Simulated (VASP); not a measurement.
PbO:

```
Pb O
1.0
     3.97440    0.00000    0.00000
     0.00000    3.97440    0.00000
     0.00000    0.00000    5.02200
Pb O
2 2
Cartesian
  0.0000 1.9872 1.1807
  1.9872 0.0000 3.8413
  0.0000 0.0000 0.0000
  1.9872 1.9872 0.0000
```

| Property | Result |
| --- | --- |
| Program | VASP 6.6.1 |
| Task | relaxation of cell and atoms |
| Functional | PBE |
| Dispersion | D3(BJ) |
| Potentials or basis | VASP PAW PBE potentials, release 64 (Pb_d, O) |
| Cutoff | 600 eV |
| k mesh | 8 × 8 × 6 |
| Occupations | gaussian, width 0.02 eV |
| Spin | no spin polarisation |

At the start: pressure 3.0 GPa; volume 19.83 Å³/atom.

**Question.** How do energy, volume and symmetry change on relaxing?

**Answer.** Over 13 steps the energy falls by 7.1 meV/atom and the volume is 20.21 Å³/atom (+1.9 %); space group P4/nmm (No. 129, to 0.1 Å) before and after.

Step by step:
| step | energy change (eV) | largest force (eV/Å) | pressure (GPa) | volume (Å³) |
| --- | --- | --- | --- | --- |
| 1 | 0.0000 | 0.5071 | 2.98 | 79.33 |
| 2 | -0.0027 | 0.5425 | -2.46 | 83.63 |
| 3 | -0.0261 | 0.0515 | 0.03 | 81.49 |
| 4 | -0.0261 | 0.0426 | 0.06 | 81.44 |
| 5 | -0.0270 | 0.0117 | 0.05 | 81.53 |
| 6 | -0.0277 | 0.0396 | -0.01 | 81.70 |
| 7 | -0.0279 | 0.0110 | -0.14 | 81.70 |
| 8 | -0.0279 | 0.0058 | -0.21 | 81.70 |
| 9 | -0.0280 | 0.0050 | -0.19 | 81.65 |
| 10 | -0.0281 | 0.0034 | -0.17 | 81.49 |
| 11 | -0.0284 | 0.0001 | -0.07 | 81.18 |
| 12 | -0.0285 | 0.0061 | 0.12 | 80.54 |
| 13 | -0.0285 | 0.0042 | 0.02 | 80.84 |

Final structure:
```xyz
4
Lattice="4.0348 0.0000 0.0000 0.0000 4.0348 0.0000 0.0000 0.0000 4.9660" Properties=species:S:1:pos:R:3 pbc="T T T"
Pb    0.0000    2.0174    1.1882
Pb    2.0174    0.0000    3.7779
O     0.0000    0.0000    0.0000
O     2.0174    2.0174    0.0000
```
